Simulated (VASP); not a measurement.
Runs of VASP 6.6.1 on KBr. The structure is cubic, space group Fm-3m (No. 225). The conventional cell has a = 6.585 Å, b = 6.585 Å, c = 6.585 Å, α = 90.00°, β = 90.00°, γ = 90.00°. K (site symmetry m-3m) has 6 Br at 3.29 Å within 4.3 Å. Br (site symmetry m-3m) has 6 K at 3.29 Å within 4.3 Å. 

| task | level | spin | gap on the mesh (eV) | pressure (GPa) | moment (μB) |
| --- | --- | --- | --- | --- | --- |
| single point | PBE | off | (a) | 0.9 | - |
| single point | PBE | non-collinear, zero start, SOC | - | 0.9 | 0.00 |
| electric field gradients | PBEsol | off | 4.30 | -0.2 | - |
| electric field gradients | PBE | non-collinear, zero start, SOC | - | 0.9 | 0.00 |

Alike in all rows: potentials or basis VASP PAW PBE potentials, release 64 (K_sv, Br); cell as given; k mesh 6 × 6 × 6; cutoff (eV) 520; smearing fermi-dirac 0.01 eV.

Estimate the missing entries.

(a) 4.45.

Caveats: the PAW data sets were made with another functional, which shifts forces and pressure a little (at least some runs).

A k mesh can miss the band edges, and rows without SOC leave out spin-orbit coupling on Br.
